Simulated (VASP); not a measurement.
Here is a VASP 6.6.1 calculation.

The input INCAR:

```
SYSTEM = VMoS4
PREC = Accurate ; ENCUT = 520
EDIFF = 1E-7 ; ISMEAR = 0
SIGMA = 0.1 ; LREAL = .FALSE.
LASPH = .TRUE. ; NELM = 150
ALGO = Normal ; ISIF = 2
LWAVE = .FALSE. ; LCHARG = .TRUE.
ISPIN = 2 ; MAGMOM = 2 1 0 0 0 0
LORBIT = 11 ; LMAXMIX = 4
GGA = PE ; LELF = .TRUE.
LVHAR = .TRUE. ; NBANDS = 38
```

KPOINTS

```
regular mesh
0
G
  4 4 4
  0 0 0
```

POSCAR

```
VMoS4
1.0
    0.0000000000      3.5881707765      3.5881707765
    3.5881707765      0.0000000000      3.5881707765
    3.5881707765      3.5881707765      0.0000000000
V Mo S
1 1 4
Direct
    0.2500000000      0.2500000000      0.2500000000
    0.0000000000      0.0000000000      0.0000000000
    0.1255476682      0.6248174439      0.6248174439
    0.6248174439      0.1255476682      0.6248174439
    0.6248174439      0.6248174439      0.1255476682
    0.6248174439      0.6248174439      0.6248174439
```

Potentials or basis: VASP PAW PBE potentials, release 64 (V_sv, Mo_sv, S).

The run is started by

```sh
$ cat potpaw_PBE.64/V_sv/POTCAR potpaw_PBE.64/Mo_sv/POTCAR potpaw_PBE.64/S/POTCAR > POTCAR
$ mpirun -np 1 vasp_std > vasp.out
```

**Question.** What does it give for the net moment?

**Answer.** 0.00 μB per cell.

**Question.** Predict the largest force.

**Answer.** 0.004 eV/Å.

**Question.** What does it give for the pressure?

**Answer.** -4.5 GPa.

Forces on the atoms (eV/Å):
```
V    0.000  0.000  0.000
Mo   0.000  0.000  0.000
S   -0.003  0.003  0.003
S    0.003 -0.003  0.003
S    0.003  0.003 -0.003
S   -0.003 -0.003 -0.003
```

Caveat: the k points lie up to 0.38 Å⁻¹ apart; the moments typed at the start vanished in this run.
